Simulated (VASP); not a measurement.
Input of a VASP 6.6.1 run:

The input INCAR:

```
SYSTEM = Ti3BO7
  PREC = Accurate
  ENCUT = 520
  EDIFF = 1E-6
  ISMEAR = -1
  SIGMA = 0.05
  LREAL = .FALSE.
  LASPH = .TRUE.
  NELM = 150
  ALGO = Normal
  ISIF = 2
  LWAVE = .FALSE.
  LCHARG = .FALSE.
  ISPIN = 2
  MAGMOM = 0.125 0 0.125 0.125 0.125 0.125 0.125 0.125 0 0.125 0
  LORBIT = 11
  LMAXMIX = 4
  GGA = PS
  NBANDS = 56
```

Contents of KPOINTS:

```
Automatic mesh
0
Gamma
  2 2 2
  0.5 0.5 0.5
```

File POSCAR:

```
Ti3BO7
1.0
    4.5914140000      0.0000000000      0.0000000000
    0.0000000000      4.5914140000      0.0000000000
    0.0000000000      0.0000000000      5.8777420000
Ti B O
3 1 7
Direct
    0.9786850000      0.0015070000      0.0112690000
    0.9717270000      0.9619670000      0.4927220000
    0.5030520000      0.5014200000      0.7509890000
    0.4997500000      0.5088150000      0.2839430000
    0.3014130000      0.2986310000      0.5085180000
    0.7111620000      0.6906480000      0.0034610000
    0.6817180000      0.7139210000      0.4829400000
    0.1881050000      0.8027710000      0.2734770000
    0.2034690000      0.7914170000      0.7514660000
    0.7963200000      0.1894370000      0.2590330000
    0.7951410000      0.2116780000      0.7478120000
```

Potentials or basis: VASP PAW PBE potentials, release 64 (Ti_sv, B, O).

Command:

```console
$ cat potpaw_PBE.64/Ti_sv/POTCAR potpaw_PBE.64/B/POTCAR potpaw_PBE.64/O/POTCAR > POTCAR
$ mpirun -np 1 vasp_std > vasp.out
```

Predict the pressure.

-10.1 GPa.

Estimate the net moment.

1.00 μB per cell.

Estimate the band gap on the k mesh.

0.54 eV.

Predict the largest force.

5.688 eV/Å.

Stress tensor (GPa, compression positive):
```
 -6.58   2.30  -2.19
  2.30  -9.25   0.26
 -2.19   0.26 -14.59
```

Caveat: the k points lie up to 0.68 Å⁻¹ apart; the PAW data sets were made with another functional, which shifts forces and pressure a little.
